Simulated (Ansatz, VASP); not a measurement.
**Sb: VASP and Ansatz over several settings**

```xyz
1
Lattice="-1.8713 1.8713 1.8713 1.8713 -1.8713 1.8713 1.8713 1.8713 -1.8713" Properties=species:S:1:pos:R:3 pbc="T T T"
Sb    0.0000    0.0000    0.0000
```

Single points on this cell with VASP 6.6.1 and Ansatz 0.2.0. Each row is one pair of runs. Alike in all rows: spin: off; smearing: fermi-dirac, width 0.05 eV; VASP's potentials, cutoff: VASP PAW PBE potentials, release 64 (Sb), 520 eV; Ansatz's potentials, cutoff: Ansatz PAW, 420 eV.

```csv
level,k mesh,"gap on the k mesh at the Fermi level (eV), VASP","gap on the k mesh at the Fermi level (eV), Ansatz","pressure (GPa), VASP","pressure (GPa), Ansatz"
PBE-based screened hybrid,5 × 5 × 5,none,none,-3.4,-1.9
PBE,6 × 6 × 6,none,none,3.7,3.8
PBE-based screened hybrid,6 × 6 × 6,none,none,2.4,2.9
```

Pressure (GPa): the two programs differ by at most 1.57.

VASP's potentials hold 5 valence electrons a cell and Ansatz's 15, so a difference there can come from the potentials and not from the codes.

A gap of «none» marks a metal or a gap that the smearing closes.

The k mesh is coarse, so the values compare programs but aren't converged. Neither program's run includes spin-orbit coupling.
